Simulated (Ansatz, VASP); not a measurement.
**Two plane-wave programs on Co**

```
Co
1.0
     2.43867    0.00000    0.00000
    -1.21933    2.11195    0.00000
     0.00000    0.00000    3.95834
Co
2
Cartesian
  0.0000 1.4080 0.9896
  1.2193 0.7040 2.9688
```

Change from the starting cell: volume scaled by 0.92, PAW files.

Alike in both runs: task single point; functional PBE; k mesh 15 × 15 × 8; occupations fermi-dirac, width 0.08 eV; collinear spin.

|  | VASP | Ansatz |
| --- | --- | --- |
| version | VASP 6.6.1 | Ansatz 0.2.0 |
| potentials or method | VASP PAW PBE potentials, release 64 (Co) | PAW with Ansatz's default frozen-core files, scalar-relativistic |
| plane-wave cutoff (eV) | 520 | 420 |
| valence electrons in the cell | 18 | 34 |

```tsv
	VASP	Ansatz	Ansatz less VASP
pressure (GPa)	14.9	16.1	+1.11
traceless stress, the component that is largest in VASP (GPa)	-1.24	-1.17	+0.080
net moment per atom (μB)	1.57	1.58	+0.006
size of the moment on the site where the two differ most (μB)	1.58	1.64	+0.066
```

Site moments also hang on the region over which each program counts them. VASP's potentials hold 18 valence electrons a cell and Ansatz's 34, so a difference there can come from the potentials and not from the codes.
